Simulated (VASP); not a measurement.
# Co (P6/mmm) in VASP: a series of runs

The runs below take Co through relaxation of cell and atoms, with LDA.

Program: VASP 6.6.1. These are calculated values, not measurements. Logs are shortened: lines on timing, memory, paths and dates and some standing lists are left out, and cuts for length are marked.

## (1) The cell of the first run

Symmetry: P6/mmm, No. 191, hexagonal system. The conventional cell has a = 2.262 Å, b = 2.262 Å, c = 2.127 Å, α = 90.00°, β = 90.00°, γ = 120.00°. Within 2.8 Å of Co (site symmetry 6/mmm) lie 8 Co at 2.13 to 2.26 Å.

This isn't the form of Co at room conditions, which is hcp.

## (2) Relaxation of cell and atoms, LDA, collinear spin, ferromagnetic start, target pressure 29 GPa, at which the enthalpy is minimised

Contents of INCAR:

```
PREC = Accurate
ENCUT = 600
EDIFF = 1E-6
ISMEAR = -1
SIGMA = 0.08
LREAL = False
LASPH = True
NELM = 150
ALGO = Normal
ISIF = 3
LWAVE = False
LCHARG = False
ISPIN = 2
MAGMOM = 1.7
LORBIT = 11
LMAXMIX = 4
IBRION = 2
NSW = 60
EDIFFG = -0.005
PSTRESS = 290.0
```

Contents of KPOINTS:

```
regular mesh
0
Gamma
  19 19 18
```

Contents of POSCAR:

```
Co
1.0
    2.2624336622      0.0000000000      0.0000000000
   -1.1312168311      1.9593250258      0.0000000000
    0.0000000000      0.0000000000      2.1266876424
Co
1
Direct
    0.0000000000      0.0000000000      0.0000000000
```

Potentials or basis: VASP PAW LDA potentials, release 64 (Co).

Command:

```sh
> cat potpaw_LDA.64/Co/POTCAR > POTCAR
> mpirun -np 1 vasp_std > vasp.out
```

OUTCAR:

```text
PREC = Accurate
   ENCUT = 600
   EDIFF = 1E-6
   ISMEAR = -1
   LREAL = False
   LASPH = True
   NELM = 150
   ISIF = 3
   ISPIN = 2
   LORBIT = 11
   IBRION = 2
   NSW = 60
   EDIFFG = -0.005
   PSTRESS = 290.0

 ion  position               nearest neighbor table
   1  0.000  0.000  0.000-

  LATTYP: Found a hexagonal cell.
 ALAT       =     2.2624336622
 C/A-ratio  =     0.9400000000

  Lattice vectors:

 A1 = (   2.2624336622,   0.0000000000,   0.0000000000)
 A2 = (  -1.1312168311,   1.9593250258,   0.0000000000)
 A3 = (   0.0000000000,   0.0000000000,   2.1266876424)

Analysis of symmetry for initial positions (statically):
=====================================================================
 Subroutine PRICEL returns:
 Original cell was already a primitive cell.

 Routine SETGRP: Setting up the symmetry group for a
 hexagonal supercell.

 Subroutine GETGRP returns: Found 24 space group operations
 (whereof 24 operations were pure point group operations)
 out of a pool of 24 trial point group operations.

The static configuration has the point symmetry D_6h.

Analysis of symmetry for dynamics (positions and initial velocities):
=====================================================================
 Subroutine PRICEL returns:
 Original cell was already a primitive cell.

 Routine SETGRP: Setting up the symmetry group for a
 hexagonal supercell.

 Subroutine GETGRP returns: Found 24 space group operations
 (whereof 24 operations were pure point group operations)
 out of a pool of 24 trial point group operations.

The dynamic configuration has the point symmetry D_6h.

Analysis of structural, dynamic, and magnetic symmetry:
=====================================================================
 Subroutine PRICEL returns:
 Original cell was already a primitive cell.

 Routine SETGRP: Setting up the symmetry group for a
 hexagonal supercell.

 Subroutine GETGRP returns: Found 24 space group operations
 (whereof 24 operations were pure point group operations)
 out of a pool of 24 trial point group operations.

The overall configuration has the point symmetry D_6h.

 Subroutine INISYM returns: Found 24 space group operations
 (whereof 24 operations are pure point group operations),
 and found     1 'primitive' translations

----------------------------------------------------------------------------------------

                                     Primitive cell
[... 102 lines left out ...]
   EMIN   =  10.00;   EMAX   =-10.00  energy-range for DOS
   EFERMI =   0.00;   METHOD = LEGACY
   ISMEAR =    -1;   SIGMA  =   0.08  broadening in eV -4-tet -1-fermi 0-gaus
   EFERMI_NEDOS =   21; number of points for ismear=-14 and -15
   IALGO  =     38    algorithm
   IMIX   =      4    mixing-type and parameters
     AMIX     =   0.40;   BMIX     =  1.00
     AMIX_MAG =   1.60;   BMIX_MAG =  1.00
  volume/ion in A,a.u.               =       9.43        63.62
  Fermi-wavevector in a.u.,A,eV,Ry     =   1.611982  3.046205 35.354569  2.598488
  Thomas-Fermi vector in A             =   2.707285
   LORBIT       =     11    0 simple, 1 ext, 2 COOP (PROOUT), +10 PAW based schemes
   GGA     = CA    functional components
   LHFCALC =     F    Hartree Fock is set to
   AEXX    =    0.0000 exact exchange contribution
   IVDW    =     0    specifies the selected vdW correction
   LEPSILON=     F    determine dielectric tensor
   LRPA    =     F    only Hartree local field effects (RPA)
 conjugate gradient relaxation of ions
 spin polarized calculation
  energy-cutoff  :      600.00
  volume of cell :        9.43
 maximum number of plane-waves:       332
 NGX is ok and might be reduce to    18
   NGX =  9   NGY =  9   NGZ =  9

--------------------------------------- Ionic step        1  -------------------------------------------

 number of electron       9.0000004 magnetization       0.8486656

 Free energy of the ion-electron system (eV)
  ---------------------------------------------------
  ext. energy  EPLUGINS =         0.00000000
  ---------------------------------------------------
  free energy    TOTEN  =        -7.44754423 eV

  energy without entropy =       -7.40997511  energy(sigma->0) =       -7.42875967

------------------------ aborting loop because EDIFF is reached ----------------------------------------

  FORCE on cell =-STRESS in cart. coord.  units (eV):
  Direction    XX          YY          ZZ          XY          YZ          ZX
  --------------------------------------------------------------------------------------
  -------------------------------------------------------------------------------------
  Total        1.9048040      1.9048040      2.3106349      0.0000000      0.0000000      0.0000000
  in kB      323.7239555    323.7239555    392.6954414      0.0000000      0.0000000      0.0000000
  external PRESSURE =      56.7144508 kB  Pullay stress =     290.0000000 kB
[... 172 lines left out ...]
--------------------------------------- Ionic step        6  -------------------------------------------

 number of electron       9.0000004 magnetization       0.9187999

 Free energy of the ion-electron system (eV)
  ---------------------------------------------------
  ext. energy  EPLUGINS =         0.00000000
  ---------------------------------------------------
  free energy    TOTEN  =        -7.48127369 eV

  energy without entropy =       -7.44487512  energy(sigma->0) =       -7.46307441

 E-fermi :  11.9448     XC(G=0): -14.4154

 val. band max:       11.9433181684   @ k =   0.2632   0.1053   0.2222
 cond. band min:      11.9452895265   @ k =   0.2105  -0.0000   0.0000
 fundamental gap:      0.0019713582
 Fermi energy:        11.9448338504

 spin component 1

 k-point     1 :       0.0000    0.0000    0.0000
  band No.  band energies     occupation
      1       2.2679      1.00000
      2       7.0227      1.00000
      3       9.4336      1.00000
      4       9.4336      1.00000
      5      12.0724      0.16869
      6      12.0724      0.16869
      7      33.9445      0.00000
      8      36.2664      0.00000
      9      40.1553      0.00000
[... 265 lines left out ...]
 k-point    24 :       0.3158    0.1053    0.0000
  band No.  band energies     occupation
      1       6.3830      1.00000
      2       7.6662      1.00000
      3       9.2571      1.00000
      4      10.6841      1.00000
      5      11.6909      0.95984
      6      12.5345      0.00063
      7      22.7037      0.00000
      8      29.1660      0.00000
      9      40.4764      0.00000

 [... further k-points ...]

 spin component 2

 k-point     1 :       0.0000    0.0000    0.0000
  band No.  band energies     occupation
      1       2.4436      1.00000
      2       7.6390      1.00000
      3      10.1746      1.00000
      4      10.1746      1.00000
      5      13.1940      0.00000
      6      13.1940      0.00000
      7      34.1957      0.00000
      8      36.3441      0.00000
      9      40.4457      0.00000
[... 308 lines left out ...]
  energy  without entropy=       -7.4448751171  energy(sigma->0) =       -7.46307441

  enthalpy is  TOTEN    =        -5.7455482747 eV   P V=        1.7357254200

 reached required accuracy - stopping structural energy minimisation

 total charge

# of ion       s       p       d       tot
------------------------------------------
    1        0.579   0.613   7.482   8.674

 magnetization (x)

# of ion       s       p       d       tot
------------------------------------------
    1        0.004   0.003   0.900   0.907
```

Run time: 2.3 min. Hardware: 1 thread of Intel Xeon Platinum 8488C (Sapphire Rapids), shared host; peak memory 0.2 GiB.

Results:

```yaml
Free_energy: -7.4813 eV
Relaxed_volume: 9.59 Å³/atom
Relaxed_cell: a = 2.267 Å, b = 2.267 Å, c = 2.155 Å, α = 90.00°, β = 90.00°, γ = 120.00°
Space_group_after_relaxing_to_0.1_Å: P6/mmm (No. 191)
Energy_change_on_relaxing_the_run_minimises_the_enthalpy: -33.7 meV/atom
Ionic_steps: 6
Pressure_after_relaxing: 29.1 GPa
Net_moment: 0.92 μB per cell
Site_moments: Co +0.91 μB
Valence_electrons_inside_the_program's_atomic_spheres: Co 8.67
```

The path:
```
step  energy change (eV)  largest force (eV/Å)  pressure (GPa)  volume (Å³)
   1              0.0000                0.0000           34.67         9.43
   2             -0.0782                0.0000           19.50         9.89
   3             -0.0368                0.0000           28.35         9.61
   4             -0.0316                0.0000           29.36         9.58
   5             -0.0336                0.0000           28.97         9.59
   6             -0.0337                0.0000           29.06         9.59
```

Final structure:
```yaml
crystal:
  lattice:
    - [2.26655, 0.00000, 0.00000]
    - [-1.13328, 1.96289, 0.00000]
    - [0.00000, 0.00000, 2.15542]
  atoms:
    - { symbol: Co, position: [0.00000, 0.00000, 0.00000] }
```

Caveat: the cell is relaxed towards a set pressure, so the run minimises the enthalpy, not the energy.

## (3) Relaxation of cell and atoms, LDA, collinear spin, ferromagnetic start, target pressure 29 GPa, at which the enthalpy is minimised

This run uses another cell than the first one, of 9.67 Å³/atom.

Contents of INCAR:

```
PREC = Accurate ; ENCUT = 600
EDIFF = 1E-7 ; ISMEAR = -1
SIGMA = 0.08 ; LREAL = False
LASPH = True ; NELM = 150
ALGO = Normal ; ISIF = 3
LWAVE = False ; LCHARG = False
ISPIN = 2 ; MAGMOM = 1.7
LORBIT = 11 ; LMAXMIX = 4
IBRION = 2 ; NSW = 32
EDIFFG = -0.005 ; PSTRESS = 290.0
```

KPOINTS is that of step 2.

Contents of POSCAR:

```
Co
1.0
    2.2728951987      0.0000000000      0.0000000000
   -1.1364475994      1.9683849822      0.0000000000
    0.0000000000      0.0000000000      2.1621821625
Co
1
Direct
    0.0000000000      0.0000000000      0.0000000000
```

Potentials or basis: VASP PAW LDA potentials, release 64 (Co).

Command:

```sh
> cat potpaw_LDA.64/Co/POTCAR > POTCAR
> mpirun -np 1 vasp_std > vasp.out
```

Run time: 98 s. Hardware: 1 thread of Intel Xeon Platinum 8488C (Sapphire Rapids), shared host; peak memory 0.19 GiB.

The run converged. Its results:

```yaml
Free_energy: -7.4815 eV
Relaxed_volume: 9.59 Å³/atom
Relaxed_cell: a = 2.266 Å, b = 2.266 Å, c = 2.156 Å, α = 90.00°, β = 90.00°, γ = 120.00°
Space_group_after_relaxing_to_0.1_Å: P6/mmm (No. 191)
Energy_change_on_relaxing_the_run_minimises_the_enthalpy: +14.4 meV/atom
Ionic_steps: 3
Pressure_after_relaxing: 29.0 GPa
Net_moment: 0.92 μB per cell
Site_moments: Co +0.91 μB
Valence_electrons_inside_the_program's_atomic_spheres: Co 8.67
```

Step by step:
```tsv
step	energy change (eV)	largest force (eV/Å)	pressure (GPa)	volume (Å³)
1	0.0000	0.0000	26.17	9.67
2	0.0448	0.0000	34.36	9.44
3	0.0144	0.0000	28.96	9.59
```

Final structure:
```
CELL_PARAMETERS angstrom
2.26636 0.00000 0.00000
-1.13318 1.96272 0.00000
0.00000 0.00000 2.15581
ATOMIC_POSITIONS crystal
Co 0.00000 0.00000 0.00000
```

Levels at points of the mesh, in eV from the Fermi level:
Spin up:
```
           k point  band 3  band 4  band 5  band 6  band 7  band 8
(0.00, 0.00, 0.00)   -2.51   -2.51    0.13    0.13   21.99   24.33
(0.00, 0.00, 0.50)   -2.08   -1.88   -1.43   -1.43    5.85   29.76
```
Spin down:
```csv
k point,band 1,band 2,band 3,band 4,band 5,band 6,band 7,band 8
"(0.00, 0.00, 0.00)",-9.50,-4.30,-1.77,-1.77,1.25,1.25,22.24,24.40
"(0.00, 0.00, 0.50)",-4.67,-1.71,-1.31,-1.31,-0.39,-0.39,6.43,29.88
```

Caveat: the cell is relaxed towards a set pressure, so the run minimises the enthalpy, not the energy.
